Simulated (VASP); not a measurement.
**MnO2: single point with r2SCAN**

MnO2:

```
CELL_PARAMETERS angstrom
-4.90750 4.90750 1.42350
4.90750 -4.90750 1.42350
4.90750 4.90750 -1.42350
ATOMIC_POSITIONS crystal
Mn 0.65000 0.83000 0.48000
Mn 0.83000 0.35000 0.18000
Mn 0.35000 0.17000 0.52000
Mn 0.17000 0.65000 0.82000
O 0.16000 0.20500 0.36500
O 0.20500 0.84000 0.04500
O 0.84000 0.79500 0.63500
O 0.79500 0.16000 0.95500
O 0.16000 0.45800 0.61800
O 0.45800 0.84000 0.29800
O 0.84000 0.54200 0.38200
O 0.54200 0.16000 0.70200
```

```yaml
Program: VASP 6.6.1
Task: single point
Functional: r2SCAN
Potentials_or_basis: VASP PAW PBE potentials, release 64 (Mn_pv, O)
Cutoff: 520 eV
k_mesh: 8 × 8 × 8
Occupations: fermi-dirac, width 0.05 eV
Spin: no spin polarisation
```

* Pressure: -10.2 GPa
* Largest force: 1.455 eV/Å
* Band gap on the k mesh: zero (bands 50 and 51 overlap by 0.44 eV)

Forces in eV/Å, atoms in the order of the input:
```
Mn   0.656 -1.299  0.000
Mn   1.299  0.656  0.000
Mn  -0.656  1.299  0.000
Mn  -1.299 -0.656  0.000
O    0.408  0.175  0.000
O   -0.175  0.408  0.000
O   -0.408 -0.175  0.000
O    0.175 -0.408  0.000
O    0.330  0.382  0.000
O   -0.382  0.330  0.000
O   -0.330 -0.382  0.000
O    0.382 -0.330  0.000
```

Stress tensor (GPa, compression positive):
```
 -9.20   0.00   0.00
  0.00  -9.20   0.00
  0.00   0.00 -12.15
```

Levels at points of the mesh, in eV from the Fermi level:
```tsv
k point	band 47	band 48	band 49	band 50	band 51	band 52	band 53	band 54
(0.00, 0.00, 0.00)	-0.40	-0.35	-0.35	-0.29	-0.29	-0.15	0.40	0.41
(0.50, 0.00, 0.00)	-0.43	-0.31	-0.12	-0.11	-0.07	-0.04	0.52	0.57
(0.50, 0.50, 0.00)	-0.59	-0.41	-0.30	-0.20	-0.13	-0.04	0.04	0.47
(0.50, 0.50, 0.50)	-0.50	-0.37	-0.36	-0.26	-0.26	-0.12	0.13	0.79
```

It took 40 min on 4 MPI ranks on Intel(R) Xeon(R) Platinum 8259CL CPU @ 2.50GHz (Skylake/Cascade Lake) (shared host), peak memory 0.74 GiB a rank.

Caveat: the cell stands under tension; the PAW data sets were made with another functional, which shifts forces and pressure a little; the run has no spin polarisation, though such a crystal can be magnetic; semilocal functionals often make such compounds metallic where correlation or magnetic order opens a gap, which also shifts bond lengths. Spin polarisation is off, so any magnetic state and its effect on volume and gap are missing.
